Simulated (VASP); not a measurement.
Wanted: the native input for a VASP 6.6.1 run.

```
Task                   : relaxation of cell and atoms
Functional             : PBEsol
Potentials or basis    : VASP PAW PBE potentials, release 64 (B)
Cutoff                 : 600 eV
k mesh                 : 8 × 8 × 8
Occupations            : gaussian, width 0.1 eV
Spin                   : no spin polarisation
Dipole correction      : no
Further INCAR settings : ALGO = Normal; EDIFF = 1e-06; IBRION = 2; EDIFFG = -0.04; NSW = 90; ISIF = 3
```

The structure of B lies in POSCAR:

```
B
1.0
    1.9408432508      0.0000000000      0.0000000000
    0.0000000000      1.9408432508      0.0000000000
    0.0000000000      0.0000000000      1.9408432508
B
1
Direct
    0.0000000000      0.0000000000      0.0000000000
```

One way to write it, as run:

INCAR

```
PREC = Accurate
ENCUT = 600
EDIFF = 1E-6
ISMEAR = 0
SIGMA = 0.1
LREAL = False
LASPH = True
NELM = 80
ALGO = Normal
ISIF = 3
LWAVE = False
LCHARG = False
GGA = PS
IBRION = 2
NSW = 90
EDIFFG = -0.04
```

KPOINTS

```
Automatic mesh
0
Gamma
  8 8 8
```

Potentials or basis: VASP PAW PBE potentials, release 64 (B).

Command:

```console
$ cat potpaw_PBE.64/B/POTCAR > POTCAR
$ mpirun -np 1 vasp_std > vasp.out
```

It gave:

```
Relaxed volume                         : 6.67 Å³/atom
Relaxed cell                           : a = 1.882 Å, b = 1.882 Å, c = 1.882 Å, α = 90.00°, β = 90.00°, γ = 90.00°
Space group after relaxing (to 0.05 Å) : Pm-3m (No. 221)
Energy gained by relaxing              : 40.5 meV/atom
Ionic steps                            : 3
Pressure after relaxing                : 0.0 GPa
```

Caveat: the k points lie up to 0.42 Å⁻¹ apart in the final cell; the PAW data sets were made with another functional, which shifts forces and pressure a little.

It took 1.6 s on 1 thread of Intel Xeon 6975P-C, on a shared host, peak memory 0.11 GiB.
